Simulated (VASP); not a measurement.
## MgS: single point with PBEsol

MgS:

```
CELL_PARAMETERS angstrom
0.00000 2.62433 2.62433
2.62433 0.00000 2.62433
2.62433 2.62433 0.00000
ATOMIC_POSITIONS crystal
S 0.25000 0.25000 0.25000
Mg 0.00000 0.00000 0.00000
```

| Quantity | Value |
| --- | --- |
| Program | VASP 6.6.1 |
| Task | single point |
| Functional | PBEsol |
| Potentials or basis | VASP PAW PBE potentials, release 64 (S, Mg) |
| Cutoff | 520 eV |
| k mesh | 8 × 8 × 8 |
| Occupations | fermi-dirac, width 0.05 eV |
| Spin | no spin polarisation |
| Dipole correction | no |
| Further INCAR settings | ALGO = Normal; EDIFF = 1e-07; NBANDS = 11 |

```
Pressure               : 20.2 GPa
Band gap on the k mesh : 3.42 eV, indirect (least direct gap 4.51 eV)
```

Levels at points of the mesh, in eV from the valence-band top:
```csv
k point,band 1,band 2,band 3,band 4,band 5,band 6,band 7,band 8
"(0.00, 0.00, 0.00)",-12.17,0.00,0.00,0.00,4.51,8.43,8.43,8.43
"(0.50, 0.00, 0.00)",-11.06,-4.06,-0.40,-0.40,5.78,7.80,7.80,9.47
"(0.50, 0.50, 0.00)",-10.69,-3.58,-1.34,-1.34,3.42,5.74,13.47,13.98
```

Run time: 12 s on 1 thread of Intel(R) Xeon(R) Platinum 8488C (Sapphire Rapids) (shared host), peak memory 0.15 GiB.

Caveat: the PAW data sets were made with another functional, which shifts forces and pressure a little. PBEsol gaps usually lie below the measured ones, often by a third to a half.
